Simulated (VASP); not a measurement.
TiClO, 6 atoms in the cell. It takes space group Pmmn (No. 59, orthorhombic). The conventional cell has a = 3.380 Å, b = 3.790 Å, c = 8.030 Å, α = 90.00°, β = 90.00°, γ = 90.00°. Within 2.6 Å of Ti (site symmetry mm2) lie 4 O at 1.95 to 2.26 Å and 2 Cl at 2.32 Å. Cl (site symmetry mm2) has 2 Ti at 2.32 Å and 1 O at 3.09 Å within 3.1 Å. O (site symmetry mm2) has 4 Ti at 1.95 to 2.26 Å within 2.6 Å. 

| Quantity | Value |
| --- | --- |
| Program | VASP 6.6.1 |
| Task | single point |
| Functional | PBEsol |
| Potentials or basis | VASP PAW PBE potentials, release 64 (Ti_sv, Cl, O) |
| Cutoff | 520 eV |
| k mesh | 8 × 7 × 4 |
| Occupations | gaussian, width 0.02 eV |
| Spin | no spin polarisation |
| Dipole correction | no |
| Further INCAR settings | ALGO = Normal; EDIFF = 1e-07; NBANDS = 34 |

Potentials or basis: VASP PAW PBE potentials, release 64 (Ti_sv, Cl, O).

Run with:

```console
$ cat potpaw_PBE.64/Ti_sv/POTCAR potpaw_PBE.64/Cl/POTCAR potpaw_PBE.64/O/POTCAR > POTCAR
$ mpirun -np 1 vasp_std > vasp.out
```

Hardware: 1 thread of Intel(R) Xeon(R) Platinum 8488C (Sapphire Rapids) (shared host).

**Question.** Estimate the wall time of this run.

**Answer.** Wall time 2.4 min on 1 thread of Intel(R) Xeon(R) Platinum 8488C (Sapphire Rapids), with other jobs on the host, peak memory 0.32 GiB. Counts: scf iterations 18, k points 60.
